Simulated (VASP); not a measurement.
# Na2H (Cmmm) in VASP: notebook

Na2H is run at these levels: PBE; tasks: relaxation of cell and atoms, single point.

Everything below comes from runs of VASP 6.6.1. Logs are shortened: lines on timing, memory, paths and dates and some standing lists are left out, and cuts for length are marked.

### Step 1. The cell of the first run

Symmetry: Cmmm, No. 65, orthorhombic system. Conventional cell: a = 4.205 Å, b = 7.284 Å, c = 2.158 Å, α = 90.00°, β = 90.00°, γ = 90.00°. Na (site symmetry 2/m) has 4 Na at 2.10 to 2.16 Å and 2 H at 2.10 Å within 2.8 Å. Within 2.8 Å of H (site symmetry mmm) lie 4 Na at 2.10 Å and 2 H at 2.16 Å.

### Step 2. Relaxation of cell and atoms, PBE

The input, INCAR:

```
PREC = Accurate ; ENCUT = 600
EDIFF = 1E-7 ; ISMEAR = 0
SIGMA = 0.1 ; LREAL = False
LASPH = True ; NELM = 100
ALGO = Normal ; ISIF = 3
LWAVE = False ; LCHARG = False
GGA = PE ; IBRION = 2
NSW = 90 ; EDIFFG = -0.04
```

The input, KPOINTS:

```
Automatic mesh
0
Gamma
  6 6 8
```

The input, POSCAR:

```
Na2H
1.0
    2.1026386200     -3.6418769300      0.0000000000
    2.1026386200      3.6418769300      0.0000000000
    0.0000000000      0.0000000000      2.1582207500
Na H
2 1
Direct
    0.0000000000      0.5000000000      0.0000000000
    0.5000000000      0.0000000000      0.0000000000
    0.5000000000      0.5000000000      0.0000000000
```

Potentials or basis: VASP PAW PBE potentials, release 64 (Na_pv, H).

Started as:

```
> cat potpaw_PBE.64/Na_pv/POTCAR potpaw_PBE.64/H/POTCAR > POTCAR
> mpirun -np 1 vasp_std > vasp.out
```

OUTCAR:

```text
PREC = Accurate
   ENCUT = 600
   EDIFF = 1E-7
   ISMEAR = 0
   LREAL = False
   LASPH = True
   NELM = 100
   ISIF = 3
   GGA = PE
   IBRION = 2
   NSW = 90
   EDIFFG = -0.04

 ion  position               nearest neighbor table
   1  0.000  0.500  0.000-   2 2.10   2 2.10
   2  0.500  0.000  0.000-   1 2.10   1 2.10
   3  0.500  0.500  0.000-

  LATTYP: Found a hexagonal cell.
 ALAT       =     4.2052772488
 C/A-ratio  =     0.5132172321

  Lattice vectors:

 A1 = (   2.1026386200,  -3.6418769300,   0.0000000000)
 A2 = (   2.1026386200,   3.6418769300,   0.0000000000)
 A3 = (   0.0000000000,   0.0000000000,   2.1582207500)

Analysis of symmetry for initial positions (statically):
=====================================================================
 Subroutine PRICEL returns:
 Original cell was already a primitive cell.

 Routine SETGRP: Setting up the symmetry group for a
 hexagonal supercell.

 Subroutine GETGRP returns: Found  8 space group operations
 (whereof  8 operations were pure point group operations)
 out of a pool of 24 trial point group operations.

The static configuration has the point symmetry D_2h.

Analysis of symmetry for dynamics (positions and initial velocities):
=====================================================================
 Subroutine PRICEL returns:
 Original cell was already a primitive cell.

 Routine SETGRP: Setting up the symmetry group for a
 hexagonal supercell.

 Subroutine GETGRP returns: Found  8 space group operations
 (whereof  8 operations were pure point group operations)
 out of a pool of 24 trial point group operations.

The dynamic configuration has the point symmetry D_2h.

 Subroutine INISYM returns: Found  8 space group operations
 (whereof  8 operations are pure point group operations),
 and found     1 'primitive' translations

----------------------------------------------------------------------------------------

                                     Primitive cell

  volume of cell :      33.0534

  direct lattice vectors                    reciprocal lattice vectors
     2.102638620 -3.641876930  0.000000000     0.237796450 -0.137291844  0.000000000
     2.102638620  3.641876930  0.000000000     0.237796450  0.137291844  0.000000000
     0.000000000  0.000000000  2.158220750     0.000000000  0.000000000  0.463344632

  length of vectors
     4.205277249  4.205277249  2.158220750     0.274583689  0.274583689  0.463344632

  position of ions in fractional coordinates (direct lattice)
     0.000000000  0.500000000  0.000000000
     0.500000000  0.000000000  0.000000000
     0.500000000  0.500000000  0.000000000

  ion indices of the primitive-cell ions
   primitive index   ion index
                 1           1
                 2           2
                 3           3

----------------------------------------------------------------------------------------

 KPOINTS: Automatic mesh

Automatic generation of k-mesh.
 Grid dimensions read from file:
 generate k-points for:    6    6    8

 Generating k-lattice:

  Cartesian coordinates                     Fractional coordinates (reciprocal lattice)
     0.039632742 -0.022881974  0.000000000     0.166666667  0.000000000  0.000000000
     0.039632742  0.022881974  0.000000000     0.000000000  0.166666667  0.000000000
     0.000000000  0.000000000  0.057918079     0.000000000  0.000000000  0.125000000

  Length of vectors
     0.045763948  0.045763948  0.057918079

  Shift w.r.t. Gamma in fractional coordinates (k-lattice)
     0.000000000  0.000000000  0.000000000

 Subroutine IBZKPT returns following result:
 ===========================================

 Found     65 irreducible k-points:

 Following reciprocal coordinates:
            Coordinates               Weight
  0.000000  0.000000  0.000000      1.000000
  0.166667 -0.000000  0.000000      4.000000
 -0.166667  0.166667  0.000000      2.000000
  0.333333  0.000000  0.000000      4.000000
 -0.333333  0.333333  0.000000      2.000000
  0.500000  0.000000  0.000000      2.000000
[... 16 lines left out ...]
  0.333333  0.166667  0.125000      8.000000
 -0.166667  0.500000  0.125000      8.000000
 [... further k-points ...]
   k-points           NKPTS =     65   k-points in BZ     NKDIM =     65   number of bands    NBANDS=     11
   number of dos      NEDOS =    301   number of ions     NIONS =      3
   total plane-waves  NPLWV =  23328
   dimension x,y,z NGX =    36 NGY =   36 NGZ =   18
   dimension x,y,z NGXF=    72 NGYF=   72 NGZF=   36
   ions per type =               2   1
   NGX,Y,Z   is equivalent  to a cutoff of  14.23, 14.23, 13.87 a.u.
   NGXF,Y,Z  is equivalent  to a cutoff of  28.46, 28.46, 27.73 a.u.
 SYSTEM =  unknown system
   PREC   = accura    normal or accurate (medium, high low for compatibility)
   ISTART =      0    job   : 0-new  1-cont  2-samecut
   ICHARG =      2    charge: 1-file 2-atom 10-const
   ISPIN  =      1    spin polarized calculation?
   LNONCOLLINEAR =      F non collinear calculations
   LSORBIT =      F    spin-orbit coupling
   LASPH  =      T    aspherical Exc in radial PAW
   ENCUT  =  600.0 eV  44.10 Ry    6.64 a.u.   8.40  8.40  4.31*2*pi/ulx,y,z
   NELM   =    100;   NELMIN=  2; NELMDL= -5     # of ELM steps
   EDIFF  = 0.1E-06   stopping-criterion for ELM
   LREAL  =      F    real-space projection
   EDIFFG = -.4E-01   stopping-criterion for IOM
   NSW    =     90    number of steps for IOM
   IBRION =      2    ionic relax: 0-MD 1-quasi-New 2-CG
   NFREE  =      1    steps in history (QN), initial steepest desc. (CG)
   ISIF   =      3    stress and relaxation
   ISYM   =      2    0-nonsym 1-usesym 2-fastsym
   POTIM  = 0.5000    time-step for ionic-motion
   TEBEG  =    0.0;   TEEND  =   0.0 temperature during run
   PSTRESS=    0.0 pullay stress
   NELECT =      15.0000    total number of electrons
   NUPDOWN=      -1.0000    fix difference up-down
   EMIN   =  10.00;   EMAX   =-10.00  energy-range for DOS
   EFERMI =   0.00;   METHOD = LEGACY
   ISMEAR =     0;   SIGMA  =   0.10  broadening in eV -4-tet -1-fermi 0-gaus
   EFERMI_NEDOS =   21; number of points for ismear=-14 and -15
   IALGO  =     38    algorithm
   IMIX   =      4    mixing-type and parameters
     AMIX     =   0.40;   BMIX     =  1.00
     AMIX_MAG =   1.60;   BMIX_MAG =  1.00
  volume/ion in A,a.u.               =      11.02        74.35
  Fermi-wavevector in a.u.,A,eV,Ry     =   1.258056  2.377381 21.534010  1.582705
  Thomas-Fermi vector in A             =   2.391685
   LORBIT       =      0    0 simple, 1 ext, 2 COOP (PROOUT), +10 PAW based schemes
   GGA     = PE    functional components
   LHFCALC =     F    Hartree Fock is set to
   AEXX    =    0.0000 exact exchange contribution
   IVDW    =     0    specifies the selected vdW correction
   LEPSILON=     F    determine dielectric tensor
   LRPA    =     F    only Hartree local field effects (RPA)
 conjugate gradient relaxation of ions
 non-spin polarized calculation
 Gauss-broadening in eV      SIGMA  =   0.10
  energy-cutoff  :      600.00
  volume of cell :       33.05
 maximum number of plane-waves:      1131
 NGX is ok and might be reduce to    36
   NGX = 17   NGY = 17   NGZ =  9

--------------------------------------- Ionic step        1  -------------------------------------------

 number of electron      15.0000011 magnetization

 Free energy of the ion-electron system (eV)
  ---------------------------------------------------
  ext. energy  EPLUGINS =         0.00000000
  ---------------------------------------------------
  free energy    TOTEN  =        -0.89770431 eV

  energy without entropy =       -0.89133978  energy(sigma->0) =       -0.89452204

 E-fermi :   4.6209     XC(G=0):  -9.4845

 val. band max:        4.5924741148   @ k =  -0.1667   0.5000   0.0000
 cond. band min:       4.6288650453   @ k =   0.5000   0.3333   0.2500
 fundamental gap:      0.0363909305
 Fermi energy:         4.6209261434

 k-point     1 :       0.0000    0.0000    0.0000
  band No.  band energies     occupation
      1     -24.0737      2.00000
      2     -22.7388      2.00000
      3     -22.4222      2.00000
      4     -22.2094      2.00000
      5     -22.0410      2.00000
      6     -22.0132      2.00000
      7      -2.7638      2.00000
      8       4.8388      0.00206
      9       8.6332      0.00000
     10       9.3316      0.00000
     11       9.6337      0.00000
[... 309 lines left out ...]
 k-point    24 :      -0.1667    0.5000    0.1250
  band No.  band energies     occupation
      1     -23.5521      2.00000
      2     -22.6449      2.00000
      3     -22.5759      2.00000
      4     -22.4504      2.00000
      5     -22.4044      2.00000
      6     -22.3028      2.00000
      7      -0.9056      2.00000
      8       2.9455      2.00000
      9       5.0593      0.00000
     10       9.4805      0.00000
     11      13.2162      0.00000

 [... further k-points ...]
[... 5 lines left out ...]
  --------------------------------------------------------------------------------------
  -------------------------------------------------------------------------------------
  Total       13.7337809     -1.6435544     13.1301000      0.0000000      0.0000000      0.0000000
  in kB      665.7097762    -79.6670799    636.4478957      0.0000000      0.0000000      0.0000000
  external PRESSURE =     407.4968640 kB  Pullay stress =       0.0000000 kB
[... 281 lines left out ...]
  energy  without entropy=       -5.5183541539  energy(sigma->0) =       -5.52031369

--------------------------------------- Ionic step        9  -------------------------------------------

 number of electron      14.9999998 magnetization

 Free energy of the ion-electron system (eV)
  ---------------------------------------------------
  ext. energy  EPLUGINS =         0.00000000
  ---------------------------------------------------
  free energy    TOTEN  =        -5.52707029 eV

  energy without entropy =       -5.52298002  energy(sigma->0) =       -5.52502516

 E-fermi :   0.5795     XC(G=0):  -6.8258

 val. band max:        0.4857155599   @ k =   0.1667  -0.0000   0.1250
 cond. band min:       0.5800793859   @ k =   0.3333   0.3333   0.2500
 fundamental gap:      0.0943638261
 Fermi energy:         0.5794891056

 k-point     1 :       0.0000    0.0000    0.0000
  band No.  band energies     occupation
      1     -24.4213      2.00000
      2     -24.4109      2.00000
      3     -24.4072      2.00000
      4     -24.3994      2.00000
      5     -24.3143      2.00000
      6     -24.3101      2.00000
      7      -4.2107      2.00000
      8       0.7338      0.02906
      9       3.8381      0.00000
     10       3.9164      0.00000
     11       5.3398      0.00000
[... 309 lines left out ...]
 k-point    24 :      -0.1667    0.5000    0.1250
  band No.  band energies     occupation
      1     -24.4225      2.00000
      2     -24.4128      2.00000
      3     -24.4123      2.00000
      4     -24.3808      2.00000
      5     -24.3472      2.00000
      6     -24.3031      2.00000
      7      -3.1577      2.00000
      8      -0.5833      2.00000
      9       2.6650      0.00000
     10       4.0309      0.00000
     11       6.2520      0.00000

 [... further k-points ...]
[... 5 lines left out ...]
  --------------------------------------------------------------------------------------
  -------------------------------------------------------------------------------------
  Total       -0.0625814     -0.0637199     -0.1183086      0.0000000      0.0000000      0.0000000
  in kB       -1.4277222     -1.4536974     -2.6990739      0.0000000      0.0000000      0.0000000
  external PRESSURE =      -1.8601645 kB  Pullay stress =       0.0000000 kB
[... 18 lines left out ...]
  FREE ENERGIE OF THE ION-ELECTRON SYSTEM (eV)
  ---------------------------------------------------
  free  energy   TOTEN  =        -5.5270702877 eV

  energy  without entropy=       -5.5229800237  energy(sigma->0) =       -5.52502516

 reached required accuracy - stopping structural energy minimisation
```

Run time: 2 min. Hardware: 1 thread of Intel Xeon Platinum 8259CL at 2.50GHz (Skylake/Cascade Lake), shared host; peak memory 0.17 GiB.

Results:

| Property | Result |
| --- | --- |
| Free energy | -5.5271 eV |
| Relaxed volume | 23.41 Å³/atom |
| Relaxed cell | a = 4.599 Å, b = 4.599 Å, c = 3.321 Å, α = 90.00°, β = 90.00°, γ = 91.27° |
| Space group after relaxing (to 0.05 Å) | Cmmm (No. 65) |
| Energy gained by relaxing | 1543.1 meV/atom |
| Ionic steps | 9 |
| Pressure after relaxing | -0.2 GPa |

The path:
```tsv
step	energy change (eV)	largest force (eV/Å)	pressure (GPa)	volume (Å³)
1	0.0000	0.0000	40.75	33.05
2	-3.4776	0.0000	9.98	47.58
3	-4.2679	0.0000	3.55	57.55
4	-4.5271	0.0000	-2.74	79.61
5	-4.6060	0.0000	-0.26	70.47
6	-4.6110	0.0000	-0.63	71.89
7	-4.6110	0.0000	-0.85	72.78
8	-4.6246	0.0000	-0.52	71.46
9	-4.6294	0.0000	-0.19	70.23
```

Final structure:
```
Na H
1.0
     3.21568   -3.28781    0.00000
     3.21568    3.28781    0.00000
     0.00000    0.00000    3.32126
Na H
2 1
Direct
  0.00000 0.50000 0.00000
  0.50000 0.00000 0.00000
  0.50000 0.50000 0.00000
```

Levels at points of the mesh, in eV from the Fermi level:
| k point | band 4 | band 5 | band 6 | band 7 | band 8 | band 9 | band 10 | band 11 |
| --- | --- | --- | --- | --- | --- | --- | --- | --- |
| (0.00, 0.00, 0.00) | -24.98 | -24.89 | -24.89 | -4.79 | 0.15 | 3.26 | 3.34 | 4.76 |
| (0.50, 0.00, 0.00) | -24.98 | -24.91 | -24.90 | -4.00 | -1.57 | 2.86 | 4.72 | 4.96 |
| (0.50, 0.50, 0.00) | -24.95 | -24.94 | -24.86 | -3.46 | 0.01 | 0.29 | 0.49 | 7.87 |
| (0.00, 0.00, 0.50) | -24.98 | -24.89 | -24.88 | -3.00 | 0.02 | 2.97 | 6.24 | 6.31 |
| (0.50, 0.00, 0.50) | -24.97 | -24.90 | -24.90 | -2.59 | 1.64 | 1.69 | 1.89 | 7.12 |
| (0.50, 0.50, 0.50) | -24.94 | -24.94 | -24.86 | -2.29 | 3.15 | 3.18 | 3.30 | 3.31 |

Caveat: the k points lie up to 0.24 Å⁻¹ apart in the final cell; the volume moved by over 15 % at a fixed basis, so the end points are rough.

### Step 3. Single point, PBE

The input, INCAR:

```
SYSTEM = Na2H
  PREC = Accurate
  ENCUT = 520
  EDIFF = 1E-6
  ISMEAR = 0
  SIGMA = 0.1
  LREAL = .False.
  LASPH = .True.
  NELM = 60
  ALGO = Normal
  ISIF = 2
  LWAVE = .False.
  LCHARG = .True.
  GGA = PE
  LELF = .True.
  LVHAR = .True.
  NBANDS = 14
```

The input, KPOINTS:

```
regular mesh
0
Gamma
  6 6 8
  0 0 0
```

POSCAR is that of step 2.

Potentials or basis: VASP PAW PBE potentials, release 64 (Na_pv, H).

Started as:

```
> cat potpaw_PBE.64/Na_pv/POTCAR potpaw_PBE.64/H/POTCAR > POTCAR
> mpirun -np 1 vasp_std > vasp.out
```

Run time: 8.9 s. Hardware: 1 thread of Intel Xeon 6975P-C (Granite Rapids), shared host; peak memory 0.15 GiB.

Results (log left out):

```
Free energy : -0.8971 eV
Pressure    : 40.7 GPa
```

Stress tensor (GPa, compression positive):
```
66.54  0.00  0.00
 0.00 -8.00  0.00
 0.00  0.00 63.62
```

Levels at points of the mesh, in eV from the Fermi level:
| k point | band 5 | band 6 | band 7 | band 8 | band 9 | band 10 |
| --- | --- | --- | --- | --- | --- | --- |
| (0.00, 0.00, 0.00) | -26.66 | -26.63 | -7.38 | 0.22 | 4.01 | 4.71 |
| (0.50, 0.00, 0.00) | -26.73 | -26.73 | -5.96 | -2.59 | 1.58 | 2.42 |
| (0.50, 0.50, 0.00) | -26.66 | -26.63 | -5.83 | -2.49 | 0.79 | 3.49 |
| (0.00, 0.00, 0.50) | -26.81 | -26.51 | -1.38 | 1.42 | 6.05 | 7.69 |
| (0.50, 0.00, 0.50) | -26.95 | -26.94 | -0.74 | 3.12 | 3.43 | 6.02 |
| (0.50, 0.50, 0.50) | -26.80 | -26.51 | -0.65 | 3.14 | 3.81 | 5.15 |

Caveat: the k points lie up to 0.36 Å⁻¹ apart.
